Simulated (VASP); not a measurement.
Set up this calculation in VASP 6.6.1, as the native input.

- Task: single point
- Functional: PBEsol
- Potentials or basis: VASP PAW PBE potentials, release 64 (Ta_pv, As)
- Cutoff: 520 eV
- k mesh: 11 × 11 × 11
- Occupations: fermi-dirac, width 0.05 eV
- Spin: no spin polarisation
- Dipole correction: no
- Further INCAR settings: ALGO = Normal; EDIFF = 1e-06; NBANDS = 24

The structure of TaAs lies in POSCAR:

```
TaAs
1.0
   -1.7027927648      1.7027927648      5.7253928426
    1.7027927648     -1.7027927648      5.7253928426
    1.7027927648      1.7027927648     -5.7253928426
Ta As
2 2
Direct
    0.5004983558      0.5004983558      0.0000000000
    0.2504983558      0.7504983558      0.5000000000
    0.0821010642      0.0821010642      0.0000000000
    0.8321010642      0.3321010642      0.5000000000
```

One way to write it, as run:

INCAR

```
ALGO = Normal
EDIFF = 1E-6
ENCUT = 520
GGA = PS
ISIF = 2
ISMEAR = -1
LASPH = T
LCHARG = T
LELF = T
LREAL = F
LVHAR = T
LWAVE = F
NBANDS = 24
NELM = 60
PREC = Accurate
SIGMA = 0.05
```

KPOINTS

```
k-points
0
Gamma
  11 11 11
```

Potentials or basis: VASP PAW PBE potentials, release 64 (Ta_pv, As).

Command:

```bash
$ cat potpaw_PBE.64/Ta_pv/POTCAR potpaw_PBE.64/As/POTCAR > POTCAR
$ mpirun -np 1 vasp_std > vasp.out
```

It gave:

| Item | Value |
| --- | --- |
| Pressure | 5.8 GPa |
| Largest force | 0.005 eV/Å |
| Band gap on the k mesh | zero (filled and empty bands overlap) |

Caveat: the cell stands under pressure; the PAW data sets were made with another functional, which shifts forces and pressure a little; spin-orbit coupling is left out, which moves the levels of the heavy elements.

It took 5 min on 1 thread of AMD EPYC 9R45 96-Core Processor (Zen 5), with other jobs on the host, peak memory 0.4 GiB.
